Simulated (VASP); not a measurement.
# InP (F-43m) in VASP: further runs, part 2 of 2

VASP 6.6.1.

## 3. Single point, PBE-based screened hybrid

Contents of POSCAR:

```
InP
1.0
    0.0000000000      2.9305005221      2.9305005221
    2.9305005221      0.0000000000      2.9305005221
    2.9305005221      2.9305005221      0.0000000000
In P
1 1
Direct
    0.0000000000      0.0000000000      0.0000000000
    0.7500000000      0.7500000000      0.7500000000
```

Contents of INCAR.step1:

```
PREC = Accurate
ENCUT = 520
EDIFF = 1E-5
ISMEAR = 0
SIGMA = 0.05
LREAL = F
LASPH = T
NELM = 60
ALGO = Normal
ISIF = 2
LWAVE = T
LCHARG = F
NBANDS = 16
GGA = PE
```

Contents of INCAR.step2:

```
PREC = Accurate
ENCUT = 520
EDIFF = 1E-6
ISMEAR = 0
SIGMA = 0.05
LREAL = F
LASPH = T
NELM = 60
ALGO = Normal
ISIF = 2
LWAVE = F
LCHARG = F
GGA = PE
LHFCALC = T
AEXX = 0.25
HFSCREEN = 0.1
PRECFOCK = Normal
NBANDS = 16
ISTART = 1
```

Contents of KPOINTS:

```
regular mesh
0
Gamma
  4 4 4
```

Potentials or basis: VASP PAW PBE potentials, release 64 (In_d, P).

Run with:

```sh
cat potpaw_PBE.64/In_d/POTCAR potpaw_PBE.64/P/POTCAR > POTCAR
cp INCAR.step1 INCAR
mpirun -np 1 vasp_std > vasp.out
cp INCAR.step2 INCAR
mpirun -np 1 vasp_std > vasp.out
```

OUTCAR:

```text
PREC = Accurate
   ENCUT = 520
   EDIFF = 1E-6
   ISMEAR = 0
   LREAL = F
   LASPH = T
   NELM = 60
   ISIF = 2
   GGA = PE
   LHFCALC = T
   AEXX = 0.25
   HFSCREEN = 0.1
   PRECFOCK = Normal
   ISTART = 1

 ion  position               nearest neighbor table
   1  0.000  0.000  0.000-   2 2.54   2 2.54   2 2.54   2 2.54
   2  0.750  0.750  0.750-   1 2.54   1 2.54   1 2.54   1 2.54

  LATTYP: Found a face centered cubic cell.
 ALAT       =     5.8610010442

  Lattice vectors:

 A1 = (   0.0000000000,   2.9305005221,   2.9305005221)
 A2 = (   2.9305005221,   0.0000000000,   2.9305005221)
 A3 = (   2.9305005221,   2.9305005221,   0.0000000000)

Analysis of symmetry for initial positions (statically):
=====================================================================
 Subroutine PRICEL returns:
 Original cell was already a primitive cell.

 Routine SETGRP: Setting up the symmetry group for a
 face centered cubic supercell.

 Subroutine GETGRP returns: Found 24 space group operations
 (whereof 24 operations were pure point group operations)
 out of a pool of 48 trial point group operations.

The static configuration has the point symmetry T_d .

Analysis of symmetry for dynamics (positions and initial velocities):
=====================================================================
 Subroutine PRICEL returns:
 Original cell was already a primitive cell.

 Routine SETGRP: Setting up the symmetry group for a
 face centered cubic supercell.

 Subroutine GETGRP returns: Found 24 space group operations
 (whereof 24 operations were pure point group operations)
 out of a pool of 48 trial point group operations.

The dynamic configuration has the point symmetry T_d .

 Subroutine INISYM returns: Found 24 space group operations
 (whereof 24 operations are pure point group operations),
 and found     1 'primitive' translations

----------------------------------------------------------------------------------------

                                     Primitive cell

  volume of cell :      50.3333

  direct lattice vectors                    reciprocal lattice vectors
     0.000000000  2.930500522  2.930500522    -0.170619318  0.170619318  0.170619318
     2.930500522  0.000000000  2.930500522     0.170619318 -0.170619318  0.170619318
     2.930500522  2.930500522  0.000000000     0.170619318  0.170619318 -0.170619318

  length of vectors
     4.144353583  4.144353583  4.144353583     0.295521327  0.295521327  0.295521327

  position of ions in fractional coordinates (direct lattice)
     0.000000000  0.000000000  0.000000000
     0.750000000  0.750000000  0.750000000

  ion indices of the primitive-cell ions
   primitive index   ion index
                 1           1
                 2           2

----------------------------------------------------------------------------------------

 KPOINTS: regular mesh

Automatic generation of k-mesh.
 Grid dimensions read from file:
 generate k-points for:    4    4    4
[... 22 lines left out ...]
  0.250000  0.000000  0.000000      8.000000
  0.500000  0.000000  0.000000      4.000000
  0.250000  0.250000  0.000000      6.000000
  0.500000  0.250000  0.000000     24.000000
 -0.250000  0.250000  0.000000     12.000000
  0.500000  0.500000  0.000000      3.000000
 -0.250000  0.500000  0.250000      6.000000
   k-points           NKPTS =      8   k-points in BZ     NKDIM =     64   number of bands    NBANDS=     16
   number of dos      NEDOS =    301   number of ions     NIONS =      2
   total plane-waves  NPLWV =  32768
   dimension x,y,z NGX =    32 NGY =   32 NGZ =   32
   dimension x,y,z NGXF=    64 NGYF=   64 NGZF=   64
   ions per type =               1   1
   NGX,Y,Z   is equivalent  to a cutoff of  12.84, 12.84, 12.84 a.u.
   NGXF,Y,Z  is equivalent  to a cutoff of  25.67, 25.67, 25.67 a.u.
 SYSTEM =  unknown system
   PREC   = accura    normal or accurate (medium, high low for compatibility)
   ISTART =      1    job   : 0-new  1-cont  2-samecut
   ICHARG =      0    charge: 1-file 2-atom 10-const
   ISPIN  =      1    spin polarized calculation?
   LNONCOLLINEAR =      F non collinear calculations
   LSORBIT =      F    spin-orbit coupling
   LASPH  =      T    aspherical Exc in radial PAW
   ENCUT  =  520.0 eV  38.22 Ry    6.18 a.u.   7.71  7.71  7.71*2*pi/ulx,y,z
   NELM   =     60;   NELMIN=  2; NELMDL=  0     # of ELM steps
   EDIFF  = 0.1E-05   stopping-criterion for ELM
   LREAL  =      F    real-space projection
   EDIFFG = 0.1E-04   stopping-criterion for IOM
   NSW    =      0    number of steps for IOM
   IBRION =     -1    ionic relax: 0-MD 1-quasi-New 2-CG
   NFREE  =      0    steps in history (QN), initial steepest desc. (CG)
   ISIF   =      2    stress and relaxation
   ISYM   =      3    0-nonsym 1-usesym 2-fastsym
   POTIM  = 0.5000    time-step for ionic-motion
   TEBEG  =    0.0;   TEEND  =   0.0 temperature during run
   PSTRESS=    0.0 pullay stress
   NELECT =      18.0000    total number of electrons
   NUPDOWN=      -1.0000    fix difference up-down
   EMIN   =  10.00;   EMAX   =-10.00  energy-range for DOS
   EFERMI =   0.00;   METHOD = LEGACY
   ISMEAR =     0;   SIGMA  =   0.05  broadening in eV -4-tet -1-fermi 0-gaus
   EFERMI_NEDOS =   21; number of points for ismear=-14 and -15
   IALGO  =     38    algorithm
   IMIX   =      1    mixing-type and parameters
     AMIX     =   0.40;   BMIX     =  1.00
     AMIX_MAG =   1.60;   BMIX_MAG =  1.00
  volume/ion in A,a.u.               =      25.17       169.83
  Fermi-wavevector in a.u.,A,eV,Ry     =   1.162021  2.195901 18.371839  1.350292
  Thomas-Fermi vector in A             =   2.298586
   LORBIT       =      0    0 simple, 1 ext, 2 COOP (PROOUT), +10 PAW based schemes
   GGA     = PE    functional components
   LHFCALC =     T    Hartree Fock is set to
   PRECFOCK=normal    Normal, Fast or Accurate (Low or Medium for compatibility)
   ENCUT4O =  -1.0   cutoff for four orbital integrals eV
   NKREDX  =     1    reduce k-point grid by
   NKREDY  =     1    reduce k-point grid by
   NKREDZ  =     1    reduce k-point grid by
   AEXX    =    0.2500 exact exchange contribution
   HFSCREEN=    0.1000 screening length (either q_TF or 0.3 A-1)
   HFSCREENC=   0.1000 screening length for correlation (either q_TF or 0.3 A-1)
   ENCUTFOCK=  -1.0 apply spherical cutoff to Coloumb kernel
   IVDW    =     0    specifies the selected vdW correction
   LEPSILON=     F    determine dielectric tensor
   LRPA    =     F    only Hartree local field effects (RPA)
 non-spin polarized calculation
 Gauss-broadening in eV      SIGMA  =   0.05
  energy-cutoff  :      520.00
  volume of cell :       50.33
 maximum number of plane-waves:      1380
 NGX is ok and might be reduce to    32
  NGX = 24; NGY = 24; NGZ = 24

 number of electron      18.0000005 magnetization

 Free energy of the ion-electron system (eV)
  ---------------------------------------------------
  ext. energy  EPLUGINS =         0.00000000
  ---------------------------------------------------
  free energy    TOTEN  =       -10.36079729 eV

  energy without entropy =      -10.36079729  energy(sigma->0) =      -10.36079729

 E-fermi :   4.8928     XC(G=0):  -7.5311

 val. band max:        4.6088311444   @ k =   0.0000   0.0000   0.0000
 cond. band min:       6.4693274890   @ k =   0.0000   0.0000   0.0000
 fundamental gap:      1.8604963446
 Fermi energy:         4.8928480632

 k-point     1 :       0.0000    0.0000    0.0000
  band No.  band energies     occupation
      1     -11.3419      2.00000
      2     -11.3419      2.00000
      3     -11.3419      2.00000
      4     -11.1805      2.00000
      5     -11.1805      2.00000
      6      -8.1739      2.00000
[... 129 lines left out ...]
      3     -11.2440      2.00000
      4     -11.2017      2.00000
      5     -11.1667      2.00000
      6      -5.4934      2.00000
[... 8 lines left out ...]
     15      17.5636      0.00000
     16      18.1686      0.00000

------------------------ aborting loop because EDIFF is reached ----------------------------------------

  FORCE on cell =-STRESS in cart. coord.  units (eV):
  Direction    XX          YY          ZZ          XY          YZ          ZX
  --------------------------------------------------------------------------------------
  -------------------------------------------------------------------------------------
  Total        0.3949034      0.3949034      0.3949034      0.0000000      0.0000000      0.0000000
  in kB       12.5703115     12.5703115     12.5703115      0.0000000      0.0000000      0.0000000
  external PRESSURE =      12.5703115 kB  Pullay stress =       0.0000000 kB

 VOLUME and BASIS-vectors are now :
 -----------------------------------------------------------------------------
  energy-cutoff  :      520.00
  volume of cell :       50.33
      direct lattice vectors                 reciprocal lattice vectors
     0.000000000  2.930500522  2.930500522    -0.170619318  0.170619318  0.170619318
     2.930500522  0.000000000  2.930500522     0.170619318 -0.170619318  0.170619318
     2.930500522  2.930500522  0.000000000     0.170619318  0.170619318 -0.170619318

 POSITION                                       TOTAL-FORCE (eV/Angst)
 -----------------------------------------------------------------------------------
      0.00000      0.00000      0.00000         0.000000      0.000000      0.000000
      4.39575      4.39575      4.39575        -0.000000     -0.000000     -0.000000
 -----------------------------------------------------------------------------------
    total drift:                               -0.000091     -0.000113     -0.000063

  FREE ENERGIE OF THE ION-ELECTRON SYSTEM (eV)
  ---------------------------------------------------
  free  energy   TOTEN  =       -10.3607972861 eV

  energy  without entropy=      -10.3607972861  energy(sigma->0) =      -10.36079729
```

OUTCAR.step1:

```text
PREC = Accurate
   ENCUT = 520
   EDIFF = 1E-5
   ISMEAR = 0
   LREAL = F
   LASPH = T
[... 354 lines left out ...]
 -----------------------------------------------------------------------------------
      0.00000      0.00000      0.00000         0.000000     -0.000000      0.000000
      4.39575      4.39575      4.39575        -0.000000      0.000000     -0.000000
 -----------------------------------------------------------------------------------
    total drift:                                0.000000      0.000000      0.000000

  FREE ENERGIE OF THE ION-ELECTRON SYSTEM (eV)
  ---------------------------------------------------
  free  energy   TOTEN  =        -8.2720951677 eV

  energy  without entropy=       -8.2720951677  energy(sigma->0) =       -8.27209517
```

Wall time 2.5 min (1 thread of Intel Xeon 6975P-C (Granite Rapids), shared host); peak memory 0.28 GiB.

What came out:

```yaml
Free_energy: -10.3608 eV
Pressure: 1.3 GPa
Band_gap_on_the_k_mesh: 1.86 eV, direct
```

Levels at points of the mesh, in eV from the valence-band top:
| k point | band 7 | band 8 | band 9 | band 10 | band 11 | band 12 |
| --- | --- | --- | --- | --- | --- | --- |
| (0.00, 0.00, 0.00) | 0.00 | 0.00 | 0.00 | 1.86 | 5.26 | 5.26 |
| (0.50, 0.00, 0.00) | -6.30 | -1.07 | -1.07 | 2.61 | 6.00 | 6.00 |
| (0.50, 0.50, 0.00) | -6.29 | -2.56 | -2.56 | 2.69 | 3.33 | 10.81 |

Caveat: the k points lie up to 0.46 Å⁻¹ apart; the PAW data sets were made with another functional, which shifts forces and pressure a little; spin-orbit coupling is left out, which moves the levels of the heavy elements.

## 4. Single point, PBE-based screened hybrid

POSCAR is that of step 3.

Contents of INCAR.step1:

```
SYSTEM = InP
ALGO = Normal
EDIFF = 1E-5
ENCUT = 520
GGA = PE
ISIF = 2
ISMEAR = 0
LASPH = .TRUE.
LREAL = .FALSE.
LWAVE = .TRUE.
NBANDS = 16
NELM = 100
PREC = Accurate
SIGMA = 0.05
```

Contents of INCAR.step2:

```
SYSTEM = InP
AEXX = 0.45
ALGO = Normal
EDIFF = 1E-6
ENCUT = 520
GGA = PE
HFSCREEN = 0.1
ISIF = 2
ISMEAR = 0
ISTART = 1
LASPH = .TRUE.
LCHARG = .TRUE.
LELF = .TRUE.
LHFCALC = .TRUE.
LREAL = .FALSE.
LVHAR = .TRUE.
LWAVE = .FALSE.
NBANDS = 16
NELM = 100
PREC = Accurate
PRECFOCK = Normal
SIGMA = 0.05
```

Contents of KPOINTS:

```
k-points
0
G
  4 4 4
  0 0 0
```

Run with:

```sh
cat potpaw_PBE.64/In_d/POTCAR potpaw_PBE.64/P/POTCAR > POTCAR
cp INCAR.step1 INCAR
mpirun -np 1 vasp_std > vasp.out
cp INCAR.step2 INCAR
mpirun -np 1 vasp_std > vasp.out
```

Wall time 2.7 min (1 thread of Intel Xeon 6975P-C (Granite Rapids), shared host); peak memory 0.28 GiB.

The run converged. Its results:

- Free energy: -12.1186 eV
- Pressure: -0.3 GPa
- Band gap on the k mesh: 2.87 eV, direct

Levels at points of the mesh, in eV from the valence-band top:
| k point | band 5 | band 6 | band 7 | band 8 | band 9 | band 10 | band 11 | band 12 | band 13 | band 14 |
| --- | --- | --- | --- | --- | --- | --- | --- | --- | --- | --- |
| (0.00, 0.00, 0.00) | -17.12 | -13.75 | 0.00 | 0.00 | 0.00 | 2.87 | 6.26 | 6.26 | 6.26 | 11.08 |
| (0.50, 0.00, 0.00) | -17.11 | -11.75 | -6.70 | -1.14 | -1.14 | 3.57 | 7.00 | 7.00 | 9.44 | 12.18 |
| (0.50, 0.50, 0.00) | -17.09 | -10.99 | -6.66 | -2.73 | -2.73 | 3.50 | 4.25 | 12.12 | 12.68 | 12.68 |

Caveat: the k points lie up to 0.46 Å⁻¹ apart; the PAW data sets were made with another functional, which shifts forces and pressure a little; spin-orbit coupling is left out, which moves the levels of the heavy elements.

## 5. Summary

| share of exact exchange | screening parameter | gap on the mesh (eV) | pressure (GPa) |
| --- | --- | --- | --- |
| 0.3 | 0.20787 1/Å | 1.71 | 1.2 |
| 0.25 | 0.1 1/Å | 1.86 | 1.3 |
| 0.45 | 0.1 1/Å | 2.87 | -0.3 |

Alike in all rows: task single point; level PBE-based screened hybrid; potentials or basis VASP PAW PBE potentials, release 64 (In_d, P); no spin polarisation; cell as given; k mesh 4 × 4 × 4; cutoff (eV) 520; smearing gaussian 0.05 eV.

Caveats: all runs use coarse meshes; the PAW data sets were made with another functional, which shifts forces and pressure a little; spin-orbit coupling is left out, which moves the levels of the heavy elements.

Total energies depend on the potentials used, so only differences within one code and one set of settings carry meaning.
